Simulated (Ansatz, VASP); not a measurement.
# SnO: VASP beside Ansatz

```xyz
8
Lattice="-2.6924 2.6925 0.0000 -2.6924 -2.6925 0.0000 0.0000 0.0000 10.3755" Properties=species:S:1:pos:R:3 pbc="T T T"
Sn   -2.6924   -2.6921    6.6588
Sn   -2.6924    2.6921    1.7210
Sn   -2.6924   -0.0004    9.3021
Sn   -2.6924    0.0004    4.3643
O    -4.0387    1.3457    0.5738
O    -1.3462   -1.3457    5.5115
O    -1.3462    1.3457    0.5738
O    -4.0387   -1.3457    5.5115
```

Alike in both runs: task single point; functional r2SCAN; k mesh 9 × 9 × 4; occupations gaussian, width 0.03 eV; no spin polarisation.

|  | VASP | Ansatz |
| --- | --- | --- |
| version | VASP 6.6.1 | Ansatz 0.2.0 |
| potentials or method | VASP PAW PBE potentials, release 64 (Sn_d, O), cutoff 520 eV | scalar-relativistic, plane waves, PAW |
| valence electrons in the cell | 80 | 80 |

Ansatz gave:

| Quantity | Value |
| --- | --- |
| gap on the k mesh at the Fermi level (eV) | none |
| pressure (GPa) | -5.6 |
| traceless stress, the component that is largest in VASP (GPa) | -5.49 |
| rms of the force components (eV/Å) | 1.190 |

**Question.** Estimate VASP's values.

**Answer.** gap on the k mesh at the Fermi level (eV): none; pressure (GPa): -5.1; traceless stress, the component that is largest in VASP (GPa): -5.51; rms of the force components (eV/Å): 1.178.

VASP's potentials were made for PBE, not for r2SCAN. Atom by atom the forces differ by 0.050 eV/Å (rms over components). A gap of «none» marks a metal or a gap that the smearing closes. The functional is the same, so the differences come from potentials, cutoffs and numerics.
